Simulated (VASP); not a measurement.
Write the native input for VASP 6.6.1 that does the following.

| Item | Value |
| --- | --- |
| Task | relaxation of cell and atoms |
| Functional | PBE |
| Potentials or basis | VASP PAW PBE potentials, release 64 (Ba_sv, Ti_sv, O) |
| Cutoff | 600 eV |
| k mesh | 7 × 7 × 7 |
| Occupations | fermi-dirac, width 0.05 eV |
| Spin | no spin polarisation |
| Dipole correction | no |
| Further INCAR settings | ALGO = Normal; EDIFF = 1e-07; IBRION = 2; EDIFFG = -0.01; NSW = 60; ISIF = 3 |

The structure of BaTiO3 lies in POSCAR:

```
BaTiO3
1.0
    3.9855000000      0.0000000000      0.0000000000
    0.0000000000      2.8369000000      2.8451500000
    0.0000000000     -2.8369000000      2.8451500000
Ba Ti O
1 1 3
Direct
    0.0000000000      0.0000000000      0.0000000000
    0.5000000000      0.5124000000      0.5124000000
    0.5000000000      0.9918400000      0.5052400000
    0.5000000000      0.5052400000      0.9918400000
    0.0000000000      0.4874000000      0.4874000000
```

These files were run (other wordings do the same):

INCAR

```
  PREC = Accurate
  ENCUT = 600
  EDIFF = 1E-7
  ISMEAR = -1
  SIGMA = 0.05
  LREAL = F
  LASPH = T
  NELM = 100
  ALGO = Normal
  ISIF = 3
  LWAVE = F
  LCHARG = F
  GGA = PE
  IBRION = 2
  NSW = 60
  EDIFFG = -0.01
```

KPOINTS

```
regular mesh
0
Gamma
  7 7 7
```

Potentials or basis: VASP PAW PBE potentials, release 64 (Ba_sv, Ti_sv, O).

Command:

```bash
$ cat potpaw_PBE.64/Ba_sv/POTCAR potpaw_PBE.64/Ti_sv/POTCAR potpaw_PBE.64/O/POTCAR > POTCAR
$ mpirun -np 1 vasp_std > vasp.out
```

It gave:

- Relaxed volume: 13.53 Å³/atom
- Relaxed cell: a = 3.983 Å, b = 4.122 Å, c = 4.122 Å, α = 89.51°, β = 90.00°, γ = 90.00°
- Space group after relaxing (to 0.1 Å): Amm2 (No. 38)
- Energy gained by relaxing: 15.5 meV/atom
- Ionic steps: 18
- Pressure after relaxing: 0.0 GPa
- Largest force after relaxing: 0.008 eV/Å
- Band gap on the k mesh: 2.41 eV (least direct gap 2.89 eV)

Caveat: spin-orbit coupling is left out, which moves the levels of the heavy elements; an odd mesh through Γ misses points on the zone boundary, where band edges can lie.

Wall time 19 min on 1 thread of AMD EPYC 7R13 Processor (Zen 3) (shared host), peak memory 0.26 GiB.
